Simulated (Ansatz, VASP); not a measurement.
**Ca in VASP and in Ansatz**

```xyz
1
Lattice="0.0000 2.8071 2.8071 2.8071 0.0000 2.8071 2.8071 2.8071 0.0000" Properties=species:S:1:pos:R:3 pbc="T T T"
Ca    0.0000    0.0000    0.0000
```

Alike in both runs: task single point; functional PBE; k mesh 14 × 14 × 14; occupations gaussian, width 0.1 eV; no spin polarisation.

```csv
,VASP,Ansatz
version,VASP 6.6.1,Ansatz 0.2.0
potentials or method,"VASP PAW PBE potentials, release 64 (Ca_sv), cutoff 520 eV","scalar-relativistic, plane waves, PAW"
valence electrons in the cell,10,10
```

```csv
,VASP,Ansatz,Ansatz less VASP
gap on the k mesh at the Fermi level (eV),none,none,-
pressure (GPa),-0.8,-0.8,0.00
```

A gap of «none» marks a metal or a gap that the smearing closes.
